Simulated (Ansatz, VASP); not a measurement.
Pb in VASP and in Ansatz

Contents of INCAR:

```
PREC = Accurate
ENCUT = 520
EDIFF = 1E-6
ISMEAR = -1
SIGMA = 0.1
LREAL = F
LASPH = T
NELM = 80
ALGO = Normal
ISIF = 2
LWAVE = F
LCHARG = F
GGA = PS
NBANDS = 21
```

The input KPOINTS:

```
regular mesh
0
Gamma
  9 9 9
```

Contents of POSCAR:

```
Pb
1.0
    0.0000000000      3.5017527577      3.5017527577
    3.5017527577      0.0000000000      3.5017527577
    3.5017527577      3.5017527577      0.0000000000
Pb
2
Direct
    0.1250000000      0.1250000000      0.1250000000
    0.8750000000      0.8750000000      0.8750000000
```

Input for Ansatz:

```yaml
crystal:
  lattice:
    - [0.0, 3.5017527577, 3.5017527577]
    - [3.5017527577, 0.0, 3.5017527577]
    - [3.5017527577, 3.5017527577, 0.0]
  atoms:
    - { symbol: Pb, position: [0.125, 0.125, 0.125] }
    - { symbol: Pb, position: [0.875, 0.875, 0.875] }
hamiltonian:
  xc: pbesol
  pseudopotentials:
    kind: paw
    azcp:
      Pb: "pseudopotentials/Pb.paw.azcp"
basis:
  ecutwfc: 420
  fft_grid_basis: typed
kpoints:
  mp_grid: { grid: [9, 9, 9], shift: [0, 0, 0] }
magnetization:
  spin_polarized: false
scf:
  occupations: { method: fermi_dirac, width: 0.1 }
  lower_state_search: "off"
output:
  stress: true
```

Alike in both runs: task single point; functional PBEsol; k mesh 9 × 9 × 9; occupations fermi-dirac, width 0.1 eV; no spin polarisation.

|  | VASP | Ansatz |
| --- | --- | --- |
| version | VASP 6.6.1 | Ansatz 0.2.0 |
| potentials or method | VASP PAW PBE potentials, release 64 (Pb_d), cutoff 520 eV | plane waves (420 eV) with PAW, scalar-relativistic |
| valence electrons in the cell | 28 | 28 |

VASP gave:

```
pressure (GPa) : -1.2
```

Which values does Ansatz return?

Pressure (GPa): -1.1.

VASP's potentials were made for PBE, not for PBEsol, and Ansatz warns of the same on its side.

Neither program's run includes spin-orbit coupling.
